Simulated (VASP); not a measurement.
**SiO2: single point with LDA**

The system is SiO2.

```
CELL_PARAMETERS angstrom
3.68987 0.00000 0.00000
0.00000 3.68987 0.00000
0.00000 0.00000 2.83493
ATOMIC_POSITIONS crystal
Si 0.50000 0.50000 0.50000
Si 0.00000 0.00000 0.00000
O 0.69443 0.69443 0.00000
O 0.19443 0.80557 0.50000
O 0.30557 0.30557 0.00000
O 0.80557 0.19443 0.50000
```

```
Program             : VASP 6.6.1
Task                : single point
Functional          : LDA
Potentials or basis : VASP PAW LDA potentials, release 64 (Si, O)
Cutoff              : 520 eV
k mesh              : 6 × 6 × 10
Occupations         : gaussian, width 0.05 eV
Spin                : no spin polarisation
```

```json
{
  "Pressure": "84.2 GPa",
  "Largest force": "0.401 eV/Å",
  "Band gap on the k mesh": "5.06 eV"
}
```

Forces on the atoms (eV/Å):
```
Si   0.000  0.000  0.000
Si   0.000  0.000  0.000
O    0.284  0.284  0.000
O    0.284 -0.284  0.000
O   -0.284 -0.284  0.000
O   -0.284  0.284  0.000
```

Stress tensor (GPa, compression positive):
```
116.73   0.00   0.00
  0.00 116.73   0.00
  0.00   0.00  19.14
```

Levels at points of the mesh, in eV from the valence-band top:
| k point | band 14 | band 15 | band 16 | band 17 | band 18 | band 19 |
| --- | --- | --- | --- | --- | --- | --- |
| (0.00, 0.00, 0.00) | -0.42 | -0.42 | 0.00 | 5.06 | 7.51 | 7.51 |
| (0.50, 0.00, 0.00) | -3.11 | -0.87 | -0.87 | 8.01 | 8.01 | 9.07 |
| (0.50, 0.50, 0.00) | -3.35 | -1.70 | -1.70 | 8.02 | 8.02 | 10.52 |
| (0.00, 0.00, 0.50) | -4.09 | -2.63 | -2.63 | 12.22 | 12.22 | 12.77 |
| (0.50, 0.00, 0.50) | -1.72 | -1.54 | -1.54 | 11.29 | 11.29 | 13.59 |
| (0.50, 0.50, 0.50) | -1.24 | -0.99 | -0.99 | 10.59 | 10.59 | 13.07 |

It took 71 s on 1 thread of Intel Xeon 8259CL, with other jobs on the host, peak memory 0.16 GiB.

Caveat: the cell stands under pressure. A k mesh can miss the band edges.
